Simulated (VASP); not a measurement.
Input of a VASP 6.6.1 run:

File INCAR:

```
PREC     = Accurate       # precision mode
ENCUT    = 520            # plane-wave cutoff, eV
EDIFF    = 1E-7           # SCF threshold, eV
ISMEAR   = -1             # smearing method
SIGMA    = 0.05           # smearing width, eV
LREAL    = False          # projectors in reciprocal space
LASPH    = True           # aspherical terms in the spheres
NELM     = 100            # most SCF steps
ALGO     = Normal         # electronic algorithm
ISIF     = 2              # what is computed and relaxed
LWAVE    = False          # write WAVECAR
LCHARG   = False          # write CHGCAR
GGA      = PS             # functional
NBANDS   = 16             # bands
```

File KPOINTS:

```
regular mesh
0
Gamma
  8 8 8
```

File POSCAR:

```
InAs
1.0
    0.0000000000      2.8317800174      2.8317800174
    2.8317800174      0.0000000000      2.8317800174
    2.8317800174      2.8317800174      0.0000000000
In As
1 1
Direct
    0.0000000000      0.0000000000      0.0000000000
    0.7500000000      0.7500000000      0.7500000000
```

Potentials or basis: VASP PAW PBE potentials, release 64 (In_d, As).

Run with:

```sh
$ cat potpaw_PBE.64/In_d/POTCAR potpaw_PBE.64/As/POTCAR > POTCAR
$ mpirun -np 1 vasp_std > vasp.out
```

(1) What does it give for the pressure?

(2) Predict the band gap on the k mesh.

## Answers

(1) 20.2 GPa.

(2) 0.70 eV, direct.

Caveat: the PAW data sets were made with another functional, which shifts forces and pressure a little; spin-orbit coupling is left out, which moves the levels of the heavy elements.
